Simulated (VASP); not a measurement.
A run of VASP 6.6.1 is set up as follows.

INCAR

```
SYSTEM = Si2W
ALGO = Normal
EDIFF = 1E-6
ENCUT = 520
GGA = CA
ISIF = 2
ISMEAR = -1
LASPH = .TRUE.
LCHARG = .FALSE.
LREAL = .FALSE.
LWAVE = .FALSE.
NBANDS = 43
NELM = 80
PREC = Accurate
SIGMA = 0.05
```

KPOINTS

```
k-points
0
G
  7 7 4
  0 0 0
```

File POSCAR:

```
Si2W
1.0
    4.6168523821      0.0000000000      0.0000000000
   -2.3084261911      3.9983114484      0.0000000000
    0.0000000000      0.0000000000      6.6532220000
W Si
3 6
Direct
    0.5000000000      0.0000000000      0.5000000000
    0.5000000000      0.5000000000      0.8333333333
    0.0000000000      0.5000000000      0.1666666667
    0.3272520000      0.1636260000      0.1666666667
    0.8363740000      0.1636260000      0.8333333333
    0.1636260000      0.3272520000      0.5000000000
    0.6727480000      0.8363740000      0.1666666667
    0.1636260000      0.8363740000      0.8333333333
    0.8363740000      0.6727480000      0.5000000000
```

Potentials or basis: VASP PAW LDA potentials, release 64 (W_sv, Si).

The run is started by

```console
$ cat potpaw_LDA.64/W_sv/POTCAR potpaw_LDA.64/Si/POTCAR > POTCAR
$ mpirun -np 1 vasp_std > vasp.out
```

Estimate the pressure.

-8.6 GPa.

What does it give for the largest force?

0.049 eV/Å.

Predict the band gap on the k mesh.

0.20 eV, indirect (least direct gap 0.64 eV).

Stress tensor (GPa, compression positive):
```
-8.38  0.00  0.00
 0.00 -8.38  0.00
 0.00  0.00 -8.89
```

Caveat: spin-orbit coupling is left out, which moves the levels of the heavy elements. A k mesh can miss the band edges.
